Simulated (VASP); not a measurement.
Write the native input for VASP 6.6.1 that does the following.

```
Task                   : single point
Functional             : BLYP
Dispersion             : D3(BJ)
Potentials or basis    : VASP PAW PBE potentials, release 64 (Ta_sv_GW)
Cutoff                 : 500 eV
k mesh                 : 11 × 11 × 11
Occupations            : fermi-dirac, width 0.05 eV
Spin                   : no spin polarisation
Dipole correction      : no
Further INCAR settings : ALGO = Normal; EDIFF = 1e-06; NBANDS = 12
```

The structure of Ta lies in POSCAR:

```
Ta
1.0
   -1.6339631409      1.6339631409      1.6339631409
    1.6339631409     -1.6339631409      1.6339631409
    1.6339631409      1.6339631409     -1.6339631409
Ta
1
Direct
    0.0000000000      0.0000000000      0.0000000000
```

These files were run (other wordings do the same):

INCAR

```
PREC = Accurate
ENCUT = 500
EDIFF = 1E-6
ISMEAR = -1
SIGMA = 0.05
LREAL = False
LASPH = True
NELM = 120
ALGO = Normal
ISIF = 2
LWAVE = False
LCHARG = False
GGA = B5
ALDAX = 1.0
AGGAX = 1.0
AGGAC = 1.0
ALDAC = 0.0
IVDW = 12
VDW_S6 = 1.0
VDW_S8 = 2.6996
VDW_A1 = 0.4298
VDW_A2 = 4.2359
NBANDS = 12
GGA_COMPAT = False
```

KPOINTS

```
regular mesh
0
Gamma
  11 11 11
```

Potentials or basis: VASP PAW PBE potentials, release 64 (Ta_sv_GW).

The run is started by

```console
$ cat potpaw_PBE.64/Ta_sv_GW/POTCAR > POTCAR
$ mpirun -np 1 vasp_std > vasp.out
```

It gave:

| Quantity | Value |
| --- | --- |
| Pressure | -0.4 GPa |
| Band gap on the k mesh | zero (an odd number of electrons rules out a gap without spin polarisation) |
| Dispersion energy per atom | -1.694 eV |

Caveat: the dispersion term is far too large for a dense solid, which distorts pressure and volume; the PAW data sets were made with another functional, which shifts forces and pressure a little; spin-orbit coupling is left out, which moves the levels of the heavy elements.

Wall time 19 s on 1 thread of Intel(R) Xeon(R) Platinum 8488C (Sapphire Rapids), with other jobs on the host, peak memory 0.16 GiB.
